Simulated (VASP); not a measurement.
Set up this calculation in VASP 6.6.1, as the native input.

```yaml
Task: single point
Functional: PBEsol
Potentials_or_basis: VASP PAW PBE potentials, release 64 (Zr_sv, O)
Cutoff: 520 eV
k_mesh: 9 × 9 × 8
Occupations: gaussian, width 0.15 eV
Spin: no spin polarisation
Dipole_correction: no
Further_INCAR_settings: ALGO = Normal; EDIFF = 1e-07; NBANDS = 52
```

The structure of Zr3O lies in POSCAR:

```
Zr3O
1.0
    5.5842861704      0.0000000000      0.0000000000
   -2.7921430852      4.8361336855      0.0000000000
    0.0000000000      0.0000000000      5.1557455174
Zr O
6 2
Direct
    0.3663331157      0.0000000000      0.0000000000
    0.3663331157      0.3663331157      0.5000000000
    0.0000000000      0.3663331157      0.0000000000
    0.6336668843      0.0000000000      0.5000000000
    0.6336668843      0.6336668843      0.0000000000
    0.0000000000      0.6336668843      0.5000000000
    0.3333333333      0.6666666667      0.2500000000
    0.6666666667      0.3333333333      0.7500000000
```

This cell differs from its parent crystal: atoms shifted along a free coordinate, c/a of the conventional cell at fixed volume 0.9233.

These files were run (other wordings do the same):

INCAR

```
SYSTEM = Zr3O
PREC = Accurate
ENCUT = 520
EDIFF = 1E-7
ISMEAR = 0
SIGMA = 0.15
LREAL = .FALSE.
LASPH = .TRUE.
NELM = 100
ALGO = Normal
ISIF = 2
LWAVE = .FALSE.
LCHARG = .FALSE.
GGA = PS
NBANDS = 52
```

KPOINTS

```
regular mesh
0
G
  9 9 8
  0 0 0
```

Potentials or basis: VASP PAW PBE potentials, release 64 (Zr_sv, O).

Command:

```console
$ cat potpaw_PBE.64/Zr_sv/POTCAR potpaw_PBE.64/O/POTCAR > POTCAR
$ mpirun -np 1 vasp_std > vasp.out
```

Results of the run:

| Quantity | Value |
| --- | --- |
| Pressure | 6.2 GPa |
| Largest force | 1.573 eV/Å |
| Band gap on the k mesh | zero (bands 42 and 43 overlap by 0.71 eV) |

Caveat: the cell stands under pressure; the PAW data sets were made with another functional, which shifts forces and pressure a little.

It took 4.1 min on 1 thread of Intel(R) Xeon(R) 6975P-C (Granite Rapids) (shared host), peak memory 0.46 GiB.
